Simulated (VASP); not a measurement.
ZnS, 2 atoms in the cell. The structure is cubic, space group F-43m (No. 216). Conventional cell: a = 5.440 Å, b = 5.440 Å, c = 5.440 Å, α = 90.00°, β = 90.00°, γ = 90.00°. Zn (site symmetry -43m) has 4 S at 2.36 Å within 3.1 Å. Within 3.1 Å of S (site symmetry -43m) lie 4 Zn at 2.36 Å. 

```yaml
Program: VASP 6.6.1
Task: single point
Functional: PBE0
Potentials_or_basis: VASP PAW PBE potentials, release 64 (Zn, S)
Cutoff: 520 eV
k_mesh: 5 × 5 × 5
Occupations: fermi-dirac, width 0.05 eV
Spin: no spin polarisation
Dipole_correction: no
Grid_for_exact_exchange_PRECFOCK: Normal
Further_INCAR_settings: ALGO = Normal; EDIFF = 1e-06; NBANDS = 16
Share_of_exact_exchange: 0.25
```

Potentials or basis: VASP PAW PBE potentials, release 64 (Zn, S).

Run with:

```sh
$ cat potpaw_PBE.64/Zn/POTCAR potpaw_PBE.64/S/POTCAR > POTCAR
$ cp INCAR.step1 INCAR
$ mpirun -np 1 vasp_std > vasp.out
$ cp INCAR.step2 INCAR
$ mpirun -np 1 vasp_std > vasp.out
```

Hardware: 1 thread of Intel(R) Xeon(R) Platinum 8259CL CPU @ 2.50GHz (Skylake/Cascade Lake), on a shared host.

**Question.** Estimate the wall time of this run.

**Answer.** Run time: 13 min on 1 thread of Intel(R) Xeon(R) Platinum 8259CL CPU @ 2.50GHz (Skylake/Cascade Lake) (shared host), peak memory 0.18 GiB. Counts: k points 10.
